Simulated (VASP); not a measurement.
Input of a VASP 6.6.1 run:

Contents of INCAR:

```
SYSTEM = Ti
ALGO = Normal
EDIFF = 1E-7
ENCUT = 520
GGA = PS
ISIF = 2
ISMEAR = 0
LASPH = .True.
LCHARG = .False.
LREAL = .False.
LWAVE = .False.
NBANDS = 12
NELM = 80
PREC = Accurate
SIGMA = 0.15
```

Contents of KPOINTS:

```
k-points
0
Gamma
  20 20 20
  0 0 0
```

Contents of POSCAR:

```
Ti
1.0
   -1.6163850000      1.6163850000      1.6410000000
    1.6163850000     -1.6163850000      1.6410000000
    1.6163850000      1.6163850000     -1.6410000000
Ti
1
Direct
    0.0000000000      0.0000000000      0.0000000000
```

Potentials or basis: VASP PAW PBE potentials, release 64 (Ti_sv).

Command:

```console
$ cat potpaw_PBE.64/Ti_sv/POTCAR > POTCAR
$ mpirun -np 1 vasp_std > vasp.out
```

(1) What does it give for the pressure?

(2) What does it give for the band gap on the k mesh?

Results:

(1) -4.0 GPa.

(2) zero (bands 6 and 7 overlap by 1.63 eV).

Caveat: the cell differs from its parent crystal (strain -0.015 along x and y, +0.000 along z); the cell stands under tension; the PAW data sets were made with another functional, which shifts forces and pressure a little.
